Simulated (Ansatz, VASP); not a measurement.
## WSe2: VASP beside Ansatz

```xyz
6
Lattice="3.2486 0.0000 0.0000 -1.6243 2.8134 0.0000 0.0000 0.0000 23.6283" Properties=species:S:1:pos:R:3 pbc="T T T"
W     1.2635    0.9378    3.2009
W     0.3947    1.8756   20.4275
Se   -0.4400    1.8756    4.8648
Se    2.0123    0.9378   22.0951
Se   -0.4269    1.8756    1.5332
Se    2.0243    0.9378   18.7635
```

Change from the starting cell: mode 4 frozen in at -0.400 Å and mode 11 at +0.040 Å (largest displacements).

Alike in both runs: task single point; functional LDA; k mesh 9 × 9 × 2; occupations gaussian, width 0.05 eV; no spin polarisation.

```csv
,VASP,Ansatz
version,VASP 6.6.1,Ansatz 0.2.0
potentials or method,"VASP PAW LDA potentials, release 64 (W_sv, Se), cutoff 520 eV","scalar-relativistic, plane waves, PAW"
valence electrons in the cell,52,92
```

Ansatz gave:

- gap on the k mesh at the Fermi level (eV): 1.28
- least direct gap on the mesh (eV): 1.69
- rms of the force components (eV/Å): 0.407

Q: Which values does VASP return?

A: gap on the k mesh at the Fermi level (eV): 1.27; least direct gap on the mesh (eV): 1.69; rms of the force components (eV/Å): 0.412.

Ansatz warns that its potentials were made for another functional, while VASP's fit it. LDA's correlation is that of Perdew and Zunger in VASP and of Perdew and Wang (1992) in Ansatz. Atom by atom the forces differ by 0.049 eV/Å (rms over components). VASP's potentials hold 52 valence electrons a cell and Ansatz's 92, so a difference there can come from the potentials and not from the codes.

Spin-orbit coupling is off throughout.
